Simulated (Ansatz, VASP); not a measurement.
**Li3AgB5 in VASP and in Ansatz**

```
Li Ag B
1.0
     2.73679   -4.44496    0.00000
     2.73679    4.44496    0.00000
     0.00000    0.00000    4.57820
Li Ag B
3 1 5
Direct
  0.00000 0.50000 0.50000
  0.50000 0.00000 0.50000
  0.50000 0.50000 0.00000
  0.50000 0.50000 0.50000
  0.84196 0.84196 0.18231
  0.15804 0.15804 0.18231
  0.84196 0.84196 0.81769
  0.15804 0.15804 0.81769
  0.00000 0.00000 0.50000
```

Alike in both runs: functional PBE; k mesh 4 × 4 × 4; occupations gaussian, width 0.1 eV; no spin polarisation.

Ansatz relaxed the structure, and its values are those at the end. VASP's run is a single point on that final structure, the one shown.

|  | VASP | Ansatz |
| --- | --- | --- |
| version | VASP 6.6.1 | Ansatz 0.2.0 |
| potentials or method | VASP PAW PBE potentials, release 64 (Li_sv, Ag, B), cutoff 520 eV | scalar-relativistic, plane waves, PAW |
| valence electrons in the cell | 35 | 43 |

Ansatz gave:

* gap on the k mesh at the Fermi level (eV): none
* rms of the force components (eV/Å): 0.009

Q: What did VASP give for the same quantities?

A: gap on the k mesh at the Fermi level (eV): none; rms of the force components (eV/Å): 0.008.

A gap of «none» marks a metal or a gap that the smearing closes. The functional is the same, so the differences come from potentials, cutoffs and numerics. VASP's potentials hold 35 valence electrons a cell and Ansatz's 43, so a difference there can come from the potentials and not from the codes.

Noted on VASP's run: the cutoff is under 1.25 times that of the potentials, so the pressure is a little rough.
